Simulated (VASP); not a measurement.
# ScGa3P2 (P4/mmm) in VASP: a series of runs, part 3 of 3

VASP 6.6.1.

## 6. Relaxation of cell and atoms, PBE

This run uses another cell than the first one, of 23.01 Å³/atom.

Input file INCAR:

```
SYSTEM = ScGa3P2
  ALGO = Fast
  EDIFF = 1E-6
  EDIFFG = -0.04
  ENCUT = 600
  GGA = PE
  IBRION = 2
  ISIF = 3
  ISMEAR = 0
  LASPH = .True.
  LCHARG = .False.
  LREAL = .False.
  LWAVE = .False.
  NELM = 100
  NSW = 90
  PREC = Accurate
  SIGMA = 0.1
```

Input file KPOINTS:

```
k-points
0
Gamma
  4 4 4
  0 0 0
```

Input file POSCAR:

```
ScGa3P2
1.0
    5.0419916715      0.0000000000      0.0000000000
    0.0000000000      5.0419916715      0.0000000000
    0.0000000000      0.0000000000      5.4314992394
Sc Ga P
1 3 2
Direct
    0.5000000000      0.5000000000      0.0000000000
    0.5000000000      0.5000000000      0.5000000000
    0.0000000000      0.0000000000      0.2483495489
    0.0000000000      0.0000000000      0.7516504511
    0.0000000000      0.5000000000      0.0000000000
    0.5000000000      0.0000000000      0.0000000000
```

Potentials or basis: VASP PAW PBE potentials, release 64 (Sc_sv, Ga_d, P).

Launch:

```
> cat potpaw_PBE.64/Sc_sv/POTCAR potpaw_PBE.64/Ga_d/POTCAR potpaw_PBE.64/P/POTCAR > POTCAR
> mpirun -np 1 vasp_std > vasp.out
```

Wall time 7 min (1 thread of Oxide Virtual Turin-like, shared host); peak memory 0.31 GiB.

The run converged. Its results:

```
Free energy                           : -25.6604 eV
Relaxed volume                        : 23.20 Å³/atom
Relaxed cell                          : a = 5.101 Å, b = 5.101 Å, c = 5.350 Å, α = 90.00°, β = 90.00°, γ = 90.00°
Space group after relaxing (to 0.1 Å) : P4/mmm (No. 123)
Energy gained by relaxing             : 3.1 meV/atom
Ionic steps                           : 6
Pressure after relaxing               : -0.1 GPa
Largest force after relaxing          : 0.035 eV/Å
Band gap on the k mesh                : zero (bands 30 and 31 overlap by 1.14 eV)
```

Forces in eV/Å, atoms in the order of the input:
```
Sc   0.000  0.000  0.000
Ga   0.000  0.000  0.000
Ga   0.000  0.000 -0.035
Ga   0.000  0.000  0.035
P    0.000  0.000  0.000
P    0.000  0.000  0.000
```

Stress tensor (GPa, compression positive):
```
-0.14  0.00  0.00
 0.00 -0.14  0.00
 0.00  0.00  0.12
```

Step by step:
```csv
step,energy change (eV),largest force (eV/Å),pressure (GPa),volume (Å³)
1,0.0000,0.1209,0.52,138.08
2,-0.0110,0.1539,-0.15,139.57
3,-0.0125,0.1667,-0.40,140.26
4,-0.0179,0.0827,-0.15,139.54
5,-0.0185,0.0520,-0.09,139.31
6,-0.0186,0.0353,-0.05,139.19
```

Final structure:
```cif
data_structure
_symmetry_space_group_name_H-M 'P 1'
_symmetry_Int_Tables_number 1
_cell_length_a 5.1008
_cell_length_b 5.1008
_cell_length_c 5.3499
_cell_angle_alpha 90.000
_cell_angle_beta 90.000
_cell_angle_gamma 90.000
_cell_volume 139.19
loop_
_atom_site_label
_atom_site_type_symbol
_atom_site_fract_x
_atom_site_fract_y
_atom_site_fract_z
_atom_site_occupancy
Sc1 Sc 0.50000 0.50000 0.00000 1
Ga1 Ga 0.50000 0.50000 0.50000 1
Ga2 Ga 0.00000 0.00000 0.24377 1
Ga3 Ga 0.00000 0.00000 0.75623 1
P1 P 0.00000 0.50000 0.00000 1
P2 P 0.50000 0.00000 0.00000 1
```

Levels at points of the mesh, in eV from the Fermi level:
```csv
k point,band 27,band 28,band 29,band 30,band 31,band 32,band 33,band 34
"(0.00, 0.00, 0.00)",-0.78,-0.34,-0.20,-0.20,1.05,1.19,1.19,1.27
"(0.50, 0.00, 0.00)",-2.29,-2.20,-1.66,0.57,1.43,1.62,1.86,2.07
"(0.50, 0.50, 0.00)",-2.12,-2.12,-1.75,-0.02,-0.02,0.55,0.64,1.92
"(0.00, 0.00, 0.50)",-0.85,-0.77,-0.61,-0.61,-0.02,-0.02,0.09,1.32
"(0.50, 0.00, 0.50)",-1.35,-1.35,-1.22,-0.52,0.18,1.32,1.68,2.63
"(0.50, 0.50, 0.50)",-3.26,-1.74,-0.36,0.66,1.30,2.89,2.89,3.06
```

## 7. Single point, PBE

This run uses another cell than the first one, of 23.16 Å³/atom.

Input file INCAR:

```
SYSTEM = ScGa3P2
PREC     = Accurate       ! precision mode
ENCUT    = 520            ! plane-wave cutoff, eV
EDIFF    = 1E-7           ! SCF threshold, eV
ISMEAR   = 0              ! smearing method
SIGMA    = 0.1            ! smearing width, eV
LREAL    = .False.        ! projectors in reciprocal space
LASPH    = .True.         ! aspherical terms in the spheres
NELM     = 60             ! most SCF steps
ALGO     = Fast           ! electronic algorithm
ISIF     = 2              ! what is computed and relaxed
LWAVE    = .False.        ! write WAVECAR
LCHARG   = .False.        ! write CHGCAR
GGA      = PE             ! functional
NBANDS   = 39             ! bands
```

Input file KPOINTS:

```
Automatic mesh
0
Gamma
  8 8 8
  0 0 0
```

Input file POSCAR:

```
ScGa3P2
1.0
    5.0689840700      0.0000000000      0.0000000000
    0.0000000000      5.0689840700      0.0000000000
    0.0000000000      0.0000000000      5.4084683790
Sc Ga P
1 3 2
Direct
    0.5000000000      0.5000000000      0.0000000000
    0.5000000000      0.5000000000      0.5000000000
    0.0000000000      0.0000000000      0.2461193793
    0.0000000000      0.0000000000      0.7538806207
    0.0000000000      0.5000000000      0.0000000000
    0.5000000000      0.0000000000      0.0000000000
```

Launch:

```
> cat potpaw_PBE.64/Sc_sv/POTCAR potpaw_PBE.64/Ga_d/POTCAR potpaw_PBE.64/P/POTCAR > POTCAR
> mpirun -np 1 vasp_std > vasp.out
```

Run time: 7.9 min. Hardware: 1 thread of Oxide Virtual Turin-like, shared host; peak memory 0.46 GiB.

Results (log left out):

```yaml
Free_energy: -25.6598 eV
Pressure: 0.1 GPa
Largest_force: 0.007 eV/Å
Band_gap_on_the_k_mesh: zero (bands 30 and 31 overlap by 1.11 eV)
```

Forces in eV/Å, atoms in the order of the input:
```
Sc   0.000  0.000  0.000
Ga   0.000  0.000  0.000
Ga   0.000  0.000  0.007
Ga   0.000  0.000 -0.007
P    0.000  0.000  0.000
P    0.000  0.000  0.000
```

Levels at points of the mesh, in eV from the Fermi level:
```csv
k point,band 28,band 29,band 30,band 31,band 32,band 33
"(0.00, 0.00, 0.00)",-0.42,-0.19,-0.19,0.98,1.12,1.12
"(0.50, 0.00, 0.00)",-2.32,-1.67,0.48,1.45,1.60,1.83
"(0.50, 0.50, 0.00)",-2.24,-1.82,-0.13,-0.13,0.48,0.63
"(0.00, 0.00, 0.50)",-0.83,-0.65,-0.65,-0.05,-0.02,-0.02
"(0.50, 0.00, 0.50)",-1.38,-1.25,-0.51,0.20,1.24,1.64
"(0.50, 0.50, 0.50)",-1.81,-0.35,0.66,1.25,2.76,2.76
```

## 8. The runs side by side

| task | cell | k mesh | cutoff (eV) | gap on the mesh (eV) | pressure (GPa) | relaxed volume (Å³/atom) | largest force (eV/Å) |
| --- | --- | --- | --- | --- | --- | --- | --- |
| single point | a = 3.861, b = 3.861, c = 7.528 Å, 6 atoms, atomic positions A | 4 × 4 × 2 | 520 | none | 36.6 | - | 1.11 |
| single point | a = 5.042, b = 5.042, c = 5.431 Å, 6 atoms, atomic positions B | 4 × 4 × 2 | 520 | none | 0.1 | - | 0.02 |
| single point | a = 5.092, b = 5.092, c = 5.361 Å, 6 atoms, atomic positions C | 4 × 4 × 4 | 520 | none | 0.0 | - | 0.01 |
| relaxation of cell and atoms | relaxed from a = 3.861, b = 3.861, c = 7.528 Å, 6 atoms, atomic positions A | 4 × 4 × 2 | 600 | none | 0.1 | 22.96 | 0.01 |
| relaxation of cell and atoms | relaxed from a = 5.042, b = 5.042, c = 5.431 Å, 6 atoms, atomic positions B | 4 × 4 × 4 | 600 | none | -0.1 | 23.20 | 0.04 |
| single point | a = 5.069, b = 5.069, c = 5.408 Å, 6 atoms, atomic positions D | 8 × 8 × 8 | 520 | none | 0.1 | - | 0.01 |

Alike in all rows: level PBE; potentials or basis VASP PAW PBE potentials, release 64 (Sc_sv, Ga_d, P); no spin polarisation; smearing gaussian 0.1 eV.

Caveats: some runs use coarse meshes; forces of over 1 eV/Å act on the atoms, so gaps and moduli don't describe the material at rest (at least some runs); the volume moved by over 15 % at a fixed basis, so the end points are rough (at least some runs).

Total energies depend on the potentials used, so only differences within one code and one set of settings carry meaning.
